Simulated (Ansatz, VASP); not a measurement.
**TaN: VASP beside Ansatz**

The input INCAR:

```
SYSTEM = TaN
PREC = Accurate ; ENCUT = 520
EDIFF = 1E-8 ; ISMEAR = -1
SIGMA = 0.03 ; LREAL = .FALSE.
LASPH = .TRUE. ; NELM = 60
ALGO = Normal ; ISIF = 2
LWAVE = .FALSE. ; LCHARG = .FALSE.
GGA = PE ; LEFG = .TRUE.
NBANDS = 33
```

KPOINTS

```
regular mesh
0
G
  5 5 8
  0 0 0
```

The input POSCAR:

```
TaN
1.0
    5.2022252935      0.0000000000      0.0000000000
   -2.6011126468      4.5052592604      0.0000000000
    0.0000000000      0.0000000000      2.9176612005
Ta N
3 3
Direct
    0.0000000000      0.0000000000      0.0000000000
    0.3333333333      0.6666666667      0.5000000000
    0.6666666667      0.3333333333      0.5000000000
    0.5000000000      0.0000000000      0.0000000000
    0.5000000000      0.5000000000      0.0000000000
    0.0000000000      0.5000000000      0.0000000000
```

Input for Ansatz:

```yaml
crystal:
  lattice:
    - [5.2022252935, 0.0, 0.0]
    - [-2.6011126468, 4.5052592604, 0.0]
    - [0.0, 0.0, 2.9176612005]
  atoms:
    - { symbol: Ta, position: [0.0, 0.0, 0.0] }
    - { symbol: Ta, position: [0.3333333333, 0.6666666667, 0.5] }
    - { symbol: Ta, position: [0.6666666667, 0.3333333333, 0.5] }
    - { symbol: "N", position: [0.5, 0.0, 0.0] }
    - { symbol: "N", position: [0.5, 0.5, 0.0] }
    - { symbol: "N", position: [0.0, 0.5, 0.0] }
kpoints:
  mp_grid: { grid: [5, 5, 8] }
scf:
  occupations: { method: fermi_dirac, width: 0.03 }
hamiltonian:
  xc: pbe
  pseudopotentials: { kind: paw }
output:
  forces: true
  stress: true
  eigenvalues: true
  efg: { contact_densities: true }
```

Change from the starting cell: volume scaled by 1.01, PAW files.

Alike in both runs: task electric field gradients; functional PBE; k mesh 5 × 5 × 8; occupations fermi-dirac, width 0.03 eV; no spin polarisation.

|  | VASP | Ansatz |
| --- | --- | --- |
| version | VASP 6.6.1 | Ansatz 0.2.0 |
| potentials or method | VASP PAW PBE potentials, release 64 (Ta_pv, N) | PAW with Ansatz's default frozen-core files, scalar-relativistic |
| plane-wave cutoff (eV) | 520 | 420 |
| valence electrons in the cell | 48 | 54 |

```tsv
	VASP	Ansatz	Ansatz less VASP
pressure (GPa)	7.8	7.0	-0.80
traceless stress, the component that is largest in VASP (GPa)	0.07	-0.11	-0.178
size of Vzz on the site where it differs most (V/Å²)	342.5	464.8	+122.34
```

VASP's potentials hold 48 valence electrons a cell and Ansatz's 54, so a difference there can come from the potentials and not from the codes.

Spin-orbit coupling is off throughout.
